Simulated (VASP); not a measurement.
# MoS in VASP: settings compared

MoS is run at these levels: PBEsol, LDA; tasks: single point.

All numbers are computed with VASP 6.6.1; they aren't measurements. Logs are shortened: lines on timing, memory, paths and dates and some standing lists are left out, and cuts for length are marked.

### 1 The cell of the first run

The cell holds a slab with vacuum, 4 atoms: a = 3.120 Å, b = 3.120 Å, c = 21.086 Å, α = 90.00°, β = 90.00°, γ = 120.00°.

### 2 Single point, PBEsol

INCAR

```
SYSTEM = MoS
  PREC = Accurate
  ENCUT = 520
  EDIFF = 1E-6
  ISMEAR = 0
  SIGMA = 0.1
  LREAL = .False.
  LASPH = .True.
  NELM = 80
  ALGO = Normal
  ISIF = 2
  LWAVE = .False.
  LCHARG = .True.
  LDIPOL = .True.
  IDIPOL = 3
  DIPOL = 0.5 0.5 0.500
  GGA = PS
  LELF = .True.
  LVHAR = .True.
  LVACPOTAV = .True.
  EFIELD = 0.3
  NBANDS = 28
```

KPOINTS

```
Automatic mesh
0
Gamma
  12 12 1
  0 0 0
```

POSCAR

```
MoS
1.0
    3.1204068979      0.0000000000      0.0000000000
   -1.5602034489      2.7023516437      0.0000000000
    0.0000000000      0.0000000000     21.0860250635
Mo S
2 2
Direct
    0.6666666667      0.3333333333      0.3556858145
    0.3333333333      0.6666666667      0.6443141855
    0.3333333333      0.6666666667      0.4316152661
    0.6666666667      0.3333333333      0.5683847339
```

Potentials or basis: VASP PAW PBE potentials, release 64 (Mo_sv, S).

On the command line:

```bash
$ cat potpaw_PBE.64/Mo_sv/POTCAR potpaw_PBE.64/S/POTCAR > POTCAR
$ mpirun -np 1 vasp_std > vasp.out
```

OUTCAR:

```text
SYSTEM = MoS
   PREC = Accurate
   ENCUT = 520
   EDIFF = 1E-6
   ISMEAR = 0
   LREAL = .False.
   LASPH = .True.
   NELM = 80
   ISIF = 2
   GGA = PS

 ion  position               nearest neighbor table
   1  0.667  0.333  0.356-   3 2.41   3 2.41   3 2.41
   2  0.333  0.667  0.644-   4 2.41   4 2.41   4 2.41
   3  0.333  0.667  0.432-   1 2.41   1 2.41   1 2.41
   4  0.667  0.333  0.568-   2 2.41   2 2.41   2 2.41

  LATTYP: Found a hexagonal cell.
 ALAT       =     3.1204068979
 C/A-ratio  =     6.7574600856

  Lattice vectors:

 A1 = (   3.1204068979,   0.0000000000,   0.0000000000)
 A2 = (  -1.5602034489,   2.7023516437,   0.0000000000)
 A3 = (   0.0000000000,   0.0000000000,  21.0860250635)

Analysis of symmetry for initial positions (statically):
=====================================================================
 Subroutine PRICEL returns:
 Original cell was already a primitive cell.

 Routine SETGRP: Setting up the symmetry group for a
 hexagonal supercell.

 Subroutine GETGRP returns: Found 12 space group operations
 (whereof 12 operations were pure point group operations)
 out of a pool of 24 trial point group operations.

The static configuration has the point symmetry D_3d.

Analysis of symmetry for dynamics (positions and initial velocities):
=====================================================================
 An external electric field (EFIELD) may reduce the allowed symmetry operations
 Subroutine PRICEL returns:
 Original cell was already a primitive cell.

 Routine SETGRP: Setting up the symmetry group for a
 hexagonal supercell.

 Subroutine GETGRP returns: Found  6 space group operations
 (whereof  6 operations were pure point group operations)
 out of a pool of 24 trial point group operations.

The dynamic configuration has the point symmetry C_3v.

 Subroutine INISYM returns: Found  6 space group operations
 (whereof  6 operations are pure point group operations),
 and found     1 'primitive' translations

----------------------------------------------------------------------------------------

                                     Primitive cell

  volume of cell :     177.8066

  direct lattice vectors                    reciprocal lattice vectors
     3.120406898  0.000000000  0.000000000     0.320471026  0.185024033  0.000000000
    -1.560203449  2.702351644  0.000000000     0.000000000  0.370048066  0.000000000
     0.000000000  0.000000000 21.086025063     0.000000000  0.000000000  0.047424775

  length of vectors
     3.120406898  3.120406898 21.086025063     0.370048066  0.370048066  0.047424775

  position of ions in fractional coordinates (direct lattice)
     0.666666667  0.333333333  0.355685814
     0.333333333  0.666666667  0.644314186
     0.333333333  0.666666667  0.431615266
     0.666666667  0.333333333  0.568384734

  ion indices of the primitive-cell ions
   primitive index   ion index
                 1           1
                 2           2
                 3           3
                 4           4

----------------------------------------------------------------------------------------

 KPOINTS: Automatic mesh

Automatic generation of k-mesh.
 Grid dimensions read from file:
 generate k-points for:   12   12    1

 Generating k-lattice:

  Cartesian coordinates                     Fractional coordinates (reciprocal lattice)
     0.026705919  0.015418669  0.000000000     0.083333333 -0.000000000  0.000000000
     0.000000000  0.030837339  0.000000000     0.000000000  0.083333333  0.000000000
     0.000000000  0.000000000  0.047424775     0.000000000  0.000000000  1.000000000

  Length of vectors
     0.030837339  0.030837339  0.047424775

  Shift w.r.t. Gamma in fractional coordinates (k-lattice)
     0.000000000  0.000000000  0.000000000

 Subroutine IBZKPT returns following result:
 ===========================================

 Found     19 irreducible k-points:

 Following reciprocal coordinates:
            Coordinates               Weight
  0.000000  0.000000  0.000000      1.000000
  0.083333  0.000000  0.000000      6.000000
  0.166667  0.000000  0.000000      6.000000
  0.250000  0.000000  0.000000      6.000000
  0.333333  0.000000  0.000000      6.000000
  0.416667  0.000000  0.000000      6.000000
[... 11 lines left out ...]
  0.333333  0.250000  0.000000     12.000000
  0.333333  0.333333  0.000000      2.000000
   k-points           NKPTS =     19   k-points in BZ     NKDIM =     19   number of bands    NBANDS=     28
   number of dos      NEDOS =    301   number of ions     NIONS =      4
   total plane-waves  NPLWV =  92160
   dimension x,y,z NGX =    24 NGY =   24 NGZ =  160
   dimension x,y,z NGXF=    48 NGYF=   48 NGZF=  320
   ions per type =               2   2
   NGX,Y,Z   is equivalent  to a cutoff of  12.79, 12.79, 12.61 a.u.
   NGXF,Y,Z  is equivalent  to a cutoff of  25.57, 25.57, 25.23 a.u.
 SYSTEM =  MoS
   PREC   = accura    normal or accurate (medium, high low for compatibility)
   ISTART =      0    job   : 0-new  1-cont  2-samecut
   ICHARG =      2    charge: 1-file 2-atom 10-const
   ISPIN  =      1    spin polarized calculation?
   LNONCOLLINEAR =      F non collinear calculations
   LSORBIT =      F    spin-orbit coupling
   LASPH  =      T    aspherical Exc in radial PAW
   ENCUT  =  520.0 eV  38.22 Ry    6.18 a.u.   5.80  5.80 39.21*2*pi/ulx,y,z
   NELM   =     80;   NELMIN=  2; NELMDL= -5     # of ELM steps
   EDIFF  = 0.1E-05   stopping-criterion for ELM
   LREAL  =      F    real-space projection
   EDIFFG = 0.1E-04   stopping-criterion for IOM
   NSW    =      0    number of steps for IOM
   IBRION =     -1    ionic relax: 0-MD 1-quasi-New 2-CG
   NFREE  =      0    steps in history (QN), initial steepest desc. (CG)
   ISIF   =      2    stress and relaxation
   ISYM   =      2    0-nonsym 1-usesym 2-fastsym
   POTIM  = 0.5000    time-step for ionic-motion
   TEBEG  =    0.0;   TEEND  =   0.0 temperature during run
   PSTRESS=    0.0 pullay stress
   NELECT =      40.0000    total number of electrons
   NUPDOWN=      -1.0000    fix difference up-down
   EMIN   =  10.00;   EMAX   =-10.00  energy-range for DOS
   EFERMI =   0.00;   METHOD = LEGACY
   ISMEAR =     0;   SIGMA  =   0.10  broadening in eV -4-tet -1-fermi 0-gaus
   EFERMI_NEDOS =   21; number of points for ismear=-14 and -15
   IALGO  =     38    algorithm
   IMIX   =      4    mixing-type and parameters
     AMIX     =   0.40;   BMIX     =  1.00
     AMIX_MAG =   1.60;   BMIX_MAG =  1.00
  volume/ion in A,a.u.               =      44.45       299.97
  Fermi-wavevector in a.u.,A,eV,Ry     =   0.995663  1.881530 13.488056  0.991344
  Thomas-Fermi vector in A             =   2.127698
   LORBIT       =      0    0 simple, 1 ext, 2 COOP (PROOUT), +10 PAW based schemes
   GGA     = PS    functional components
   LHFCALC =     F    Hartree Fock is set to
   AEXX    =    0.0000 exact exchange contribution
   IVDW    =     0    specifies the selected vdW correction
   LEPSILON=     F    determine dielectric tensor
   LRPA    =     F    only Hartree local field effects (RPA)
 non-spin polarized calculation
 Gauss-broadening in eV      SIGMA  =   0.10
  energy-cutoff  :      520.00
  volume of cell :      177.81
 maximum number of plane-waves:      4816
 NGX is ok and might be reduce to    24
   NGX = 11   NGY = 11   NGZ = 79

 dipolmoment           0.000000      0.000000     -0.081849 electrons x Angstroem

 number of electron      40.0000006 magnetization

 dipolmoment           0.000000      0.000000      0.140180 electrons x Angstroem

 Free energy of the ion-electron system (eV)
  ---------------------------------------------------
  ext. energy  EPLUGINS =         0.00000000
  ---------------------------------------------------
  free energy    TOTEN  =       -31.16507259 eV

  energy without entropy =      -31.15360684  energy(sigma->0) =      -31.15933971

 E-fermi :   0.7736     XC(G=0):  -5.5270

 val. band max:        0.7716407336   @ k =   0.0833   0.0833   0.0000
 cond. band min:       0.8014909429   @ k =   0.5000   0.0000   0.0000
 fundamental gap:      0.0298502093
 Fermi energy:         0.7735795645

 k-point     1 :       0.0000    0.0000    0.0000
  band No.  band energies     occupation
      1     -60.3218      2.00000
      2     -60.3095      2.00000
      3     -34.5216      2.00000
      4     -34.5120      2.00000
      5     -34.1644      2.00000
      6     -34.1644      2.00000
[... 20 lines left out ...]
     27       3.5233      0.00000
     28       3.5233      0.00000

 k-point     2 :       0.0833    0.0000    0.0000
  band No.  band energies     occupation
      1     -60.3188      2.00000
      2     -60.3065      2.00000
      3     -34.5171      2.00000
      4     -34.5075      2.00000
      5     -34.1922      2.00000
      6     -34.1798      2.00000
[... 20 lines left out ...]
     27       3.4503      0.00000
     28       3.6051      0.00000

 k-point     3 :       0.1667    0.0000    0.0000
  band No.  band energies     occupation
      1     -60.3105      2.00000
      2     -60.2983      2.00000
      3     -34.5047      2.00000
      4     -34.4951      2.00000
      5     -34.2675      2.00000
      6     -34.2552      2.00000
[... 20 lines left out ...]
     27       3.7233      0.00000
     28       3.7535      0.00000

 k-point     4 :       0.2500    0.0000    0.0000
  band No.  band energies     occupation
      1     -60.2993      2.00000
      2     -60.2871      2.00000
      3     -34.4883      2.00000
      4     -34.4786      2.00000
      5     -34.3686      2.00000
      6     -34.3563      2.00000
[... 20 lines left out ...]
     27       3.8409      0.00000
     28       4.3714      0.00000

 k-point     5 :       0.3333    0.0000    0.0000
  band No.  band energies     occupation
      1     -60.2880      2.00000
      2     -60.2758      2.00000
      3     -34.4833      2.00000
      4     -34.4722      2.00000
      5     -34.4567      2.00000
      6     -34.4458      2.00000
[... 20 lines left out ...]
     27       4.3531      0.00000
     28       5.1707      0.00000

 k-point     6 :       0.4167    0.0000    0.0000
  band No.  band energies     occupation
      1     -60.2797      2.00000
      2     -60.2675      2.00000
      3     -34.5451      2.00000
      4     -34.5329      2.00000
      5     -34.4548      2.00000
      6     -34.4452      2.00000
[... 308 lines left out ...]
      5     -34.4468      2.00000
      6     -34.4371      2.00000
[... 20 lines left out ...]
     27       6.4803      0.00000
     28       6.5821      0.00000

 k-point    17 :       0.2500    0.2500    0.0000
  band No.  band energies     occupation
      1     -60.2767      2.00000
      2     -60.2645      2.00000
      3     -34.4967      2.00000
      4     -34.4845      2.00000
      5     -34.4493      2.00000
      6     -34.4396      2.00000
[... 20 lines left out ...]
     27       5.8527      0.00000
     28       6.0721      0.00000

 k-point    18 :       0.3333    0.2500    0.0000
  band No.  band energies     occupation
      1     -60.2725      2.00000
      2     -60.2603      2.00000
      3     -34.4994      2.00000
      4     -34.4871      2.00000
      5     -34.4443      2.00000
      6     -34.4346      2.00000
[... 20 lines left out ...]
     27       6.4017      0.00000
     28       6.6530      0.00000

 k-point    19 :       0.3333    0.3333    0.0000
  band No.  band energies     occupation
      1     -60.2710      2.00000
      2     -60.2588      2.00000
      3     -34.4601      2.00000
      4     -34.4478      2.00000
      5     -34.4421      2.00000
      6     -34.4372      2.00000
[... 20 lines left out ...]
     27       6.7953      0.00000
     28       6.8879      0.00000

------------------------ aborting loop because EDIFF is reached ----------------------------------------

  FORCE on cell =-STRESS in cart. coord.  units (eV):
  Direction    XX          YY          ZZ          XY          YZ          ZX
  --------------------------------------------------------------------------------------
  -------------------------------------------------------------------------------------
  Total       -8.9116144     -8.9116144     -5.1874772     -0.0000000      0.0000000     -0.0000000
  in kB      -80.3006685    -80.3006685    -46.7432578     -0.0000000      0.0000000     -0.0000000
  external PRESSURE =     -69.1148649 kB  Pullay stress =       0.0000000 kB

 VOLUME and BASIS-vectors are now :
 -----------------------------------------------------------------------------
  energy-cutoff  :      520.00
  volume of cell :      177.81
      direct lattice vectors                 reciprocal lattice vectors
     3.120406898  0.000000000  0.000000000     0.320471026  0.185024033  0.000000000
    -1.560203449  2.702351644  0.000000000     0.000000000  0.370048066  0.000000000
     0.000000000  0.000000000 21.086025063     0.000000000  0.000000000  0.047424775

 POSITION                                       TOTAL-FORCE (eV/Angst)
 -----------------------------------------------------------------------------------
      1.56020      0.90078      7.50000        -0.000000     -0.000000      1.692572
     -0.00000      1.80157     13.58603        -0.000000      0.000000     -1.679501
     -0.00000      1.80157      9.10105         0.000000     -0.000000     -1.785864
      1.56020      0.90078     11.98497         0.000000     -0.000000      1.772793
 -----------------------------------------------------------------------------------
    total drift:                               -0.000000      0.000000      0.000633

  FREE ENERGIE OF THE ION-ELECTRON SYSTEM (eV)
  ---------------------------------------------------
  free  energy   TOTEN  =       -31.1650725898 eV

  energy  without entropy=      -31.1536068395  energy(sigma->0) =      -31.15933971
```

Run time: 3.1 min. Hardware: 1 thread of Intel Xeon 6975P-C, shared host; peak memory 0.32 GiB.

Results:

```
Free energy            : -31.1651 eV
Largest force          : 1.786 eV/Å
Band gap on the k mesh : zero (band 20 reaches 0.94 eV, above the bottom of band 21 at 0.77 eV)
```

Forces on the atoms (eV/Å):
```
Mo   0.000  0.000  1.693
Mo   0.000  0.000 -1.680
S    0.000  0.000 -1.786
S    0.000  0.000  1.773
```

Levels at points of the mesh, in eV from the Fermi level:
```tsv
k point	band 18	band 19	band 20	band 21	band 22	band 23
(0.00, 0.00, 0.00)	-0.70	-0.54	0.11	0.11	0.14	0.14
(0.50, 0.00, 0.00)	-1.61	0.03	0.16	1.14	1.41	2.15
```

Caveat: the PAW data sets were made with another functional, which shifts forces and pressure a little.

### 3 Single point, PBEsol

INCAR

```
SYSTEM = MoS
  PREC = Accurate
  ENCUT = 520
  EDIFF = 1E-6
  ISMEAR = -1
  SIGMA = 0.3
  LREAL = .False.
  LASPH = .True.
  NELM = 100
  ALGO = Normal
  ISIF = 2
  LWAVE = .False.
  LCHARG = .False.
  LDIPOL = .True.
  IDIPOL = 3
  DIPOL = 0.5 0.5 0.500
  GGA = PS
  NBANDS = 28
```

KPOINTS

```
regular mesh
0
Gamma
  12 12 1
  0 0 0
```

POSCAR is that of step 2.

Potentials or basis: VASP PAW PBE potentials, release 64 (Mo_sv, S).

On the command line:

```bash
$ cat potpaw_PBE.64/Mo_sv/POTCAR potpaw_PBE.64/S/POTCAR > POTCAR
$ mpirun -np 1 vasp_std > vasp.out
```

OUTCAR:

```text
SYSTEM = MoS
   PREC = Accurate
   ENCUT = 520
   EDIFF = 1E-6
   ISMEAR = -1
   LREAL = .False.
   LASPH = .True.
   NELM = 100
   ISIF = 2
   GGA = PS

 ion  position               nearest neighbor table
   1  0.667  0.333  0.356-   3 2.41   3 2.41   3 2.41
   2  0.333  0.667  0.644-   4 2.41   4 2.41   4 2.41
   3  0.333  0.667  0.432-   1 2.41   1 2.41   1 2.41
   4  0.667  0.333  0.568-   2 2.41   2 2.41   2 2.41

  LATTYP: Found a hexagonal cell.
 ALAT       =     3.1204068979
 C/A-ratio  =     6.7574600856
[... 785 lines left out ...]
  --------------------------------------------------------------------------------------
  -------------------------------------------------------------------------------------
  Total       -8.1339309     -8.1339309     -5.2695586     -0.0000000      0.0000000      0.0000000
  in kB      -73.2931273    -73.2931273    -47.4828754     -0.0000000      0.0000000      0.0000000
  external PRESSURE =     -64.6897100 kB  Pullay stress =       0.0000000 kB

 VOLUME and BASIS-vectors are now :
 -----------------------------------------------------------------------------
  energy-cutoff  :      520.00
  volume of cell :      177.81
      direct lattice vectors                 reciprocal lattice vectors
     3.120406898  0.000000000  0.000000000     0.320471026  0.185024033  0.000000000
    -1.560203449  2.702351644  0.000000000     0.000000000  0.370048066  0.000000000
     0.000000000  0.000000000 21.086025063     0.000000000  0.000000000  0.047424775

 POSITION                                       TOTAL-FORCE (eV/Angst)
 -----------------------------------------------------------------------------------
      1.56020      0.90078      7.50000        -0.000000      0.000000      1.698938
     -0.00000      1.80157     13.58603         0.000000     -0.000000     -1.698938
     -0.00000      1.80157      9.10105         0.000000      0.000000     -1.767547
      1.56020      0.90078     11.98497        -0.000000      0.000000      1.767547
 -----------------------------------------------------------------------------------
    total drift:                                0.000000     -0.000000      0.000000

  FREE ENERGIE OF THE ION-ELECTRON SYSTEM (eV)
  ---------------------------------------------------
  free  energy   TOTEN  =       -31.5729378715 eV

  energy  without entropy=      -30.5934652066  energy(sigma->0) =      -31.08320154

 vacuum level on the upper side and lower side of the slab         5.069         5.069
```

stdout:

```text
POSCAR found type information on POSCAR MoS
 POSCAR found :  2 types and       4 ions
 scaLAPACK will be used
 -----------------------------------------------------------------------------
|                                                                             |
|                                                                             |
|     You enforced a specific xc type in the INCAR file but a different       |
|     I HOPE YOU KNOW WHAT YOU ARE DOING!                                     |
|                                                                             |
 -----------------------------------------------------------------------------

 LDA part: xc-table for (Slater+PW92), standard interpolation
 POSCAR, INCAR and KPOINTS ok, starting setup
 FFT: planning ... GRIDC
 FFT: planning ... GRID_SOFT
 FFT: planning ... GRID
 WAVECAR not read
 entering main loop
```

Run time: 2.2 min. Hardware: 1 thread of Intel Xeon 6975P-C, shared host; peak memory 0.32 GiB.

What came out:

| Property | Result |
| --- | --- |
| Free energy | -31.5729 eV |
| Largest force | 1.768 eV/Å |
| Band gap on the k mesh | zero (band 20 reaches 0.83 eV, above the bottom of band 21 at 0.70 eV) |

Forces on the atoms (eV/Å):
```
Mo   0.000  0.000  1.699
Mo   0.000  0.000 -1.699
S    0.000  0.000 -1.768
S    0.000  0.000  1.768
```

Levels at points of the mesh, in eV from the Fermi level:
```tsv
k point	band 17	band 18	band 19	band 20	band 21	band 22	band 23	band 24
(0.00, 0.00, 0.00)	-1.49	-0.63	-0.57	0.15	0.15	0.18	0.18	0.18
(0.50, 0.00, 0.00)	-1.97	-1.58	0.04	0.16	1.18	1.45	2.19	2.23
```

Caveat: the PAW data sets were made with another functional, which shifts forces and pressure a little.

(Part 1 of 3 ends here.)
